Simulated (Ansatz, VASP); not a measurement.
One calculation of Al2O3, two programs

```
Al O
1.0
     2.28414    1.31875    4.15576
    -2.28414    1.31875    4.15576
     0.00000   -2.63749    4.15576
Al O
4 6
Direct
  0.85215 0.85215 0.85215
  0.64785 0.64785 0.64785
  0.14785 0.14785 0.14785
  0.35215 0.35215 0.35215
  0.05618 0.44382 0.75000
  0.75000 0.05618 0.44382
  0.44382 0.75000 0.05618
  0.94382 0.55618 0.25000
  0.25000 0.94382 0.55618
  0.55618 0.25000 0.94382
```

Change from the starting cell: strain -0.050 along x and y, -0.050 along z, atoms carried along.

Alike in both runs: task single point; functional PBE; k mesh 6 × 6 × 6; occupations gaussian, width 0.05 eV; no spin polarisation.

|  | VASP | Ansatz |
| --- | --- | --- |
| version | VASP 6.6.1 | Ansatz 0.2.0 |
| potentials or method | VASP PAW PBE potentials, release 64 (Al, O), cutoff 520 eV | scalar-relativistic, plane waves, PAW |
| valence electrons in the cell | 48 | 48 |

Ansatz gave:

```
gap on the k mesh at the Fermi level (eV)                     : 7.83
least direct gap on the mesh (eV)                             : 7.83
pressure (GPa)                                                : 48.3
traceless stress, the component that is largest in VASP (GPa) : -2.40
rms of the force components (eV/Å)                            : 0.090
```

Task: What did VASP give for the same quantities?

Result: gap on the k mesh at the Fermi level (eV): 7.84; least direct gap on the mesh (eV): 7.84; pressure (GPa): 48.5; traceless stress, the component that is largest in VASP (GPa): -2.46; rms of the force components (eV/Å): 0.089.

Atom by atom the forces differ by 0.001 eV/Å (rms over components). Both programs put the cell under a high pressure, so it lies far from rest at this level.
